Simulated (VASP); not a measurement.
The system is Ta2N.

```
Ta N
1.0
     3.11286    0.00000    0.00000
    -1.55643    2.69582    0.00000
     0.00000    0.00000    4.86984
Ta N
2 1
Cartesian
  0.0000 1.7972 1.2404
  1.5564 0.8986 3.6294
  0.0000 0.0000 0.0000
```

Base run:

* Program: VASP 6.6.1
* Functional: BLYP
* Potentials or basis: VASP PAW PBE potentials, release 64 (Ta_pv, N)
* Cutoff: 520 eV
* k mesh: 10 × 10 × 6
* Occupations: fermi-dirac, width 0.05 eV
* Spin: no spin polarisation

Its results: band gap on the k mesh zero (an odd number of electrons rules out a gap without spin polarisation); pressure 9.6 GPa; largest force 0.481 eV/Å.

Q: After a change of settings the same cell gave: band gap on the k mesh zero (an odd number of electrons rules out a gap without spin polarisation); pressure 1.9 GPa; largest force 0.107 eV/Å. Which change was it?
A. functional from BLYP to r2SCAN; dispersion from none to D3(BJ)
B. functional from BLYP to revPBE
C. functional from BLYP to r2SCAN; hubbard terms from none to Ta d U = 8.0 eV

A: B.

Caveats: the PAW data sets were made with another functional, which shifts forces and pressure a little; spin-orbit coupling is left out, which moves the levels of the heavy elements; the cell stands under pressure (at least some runs).
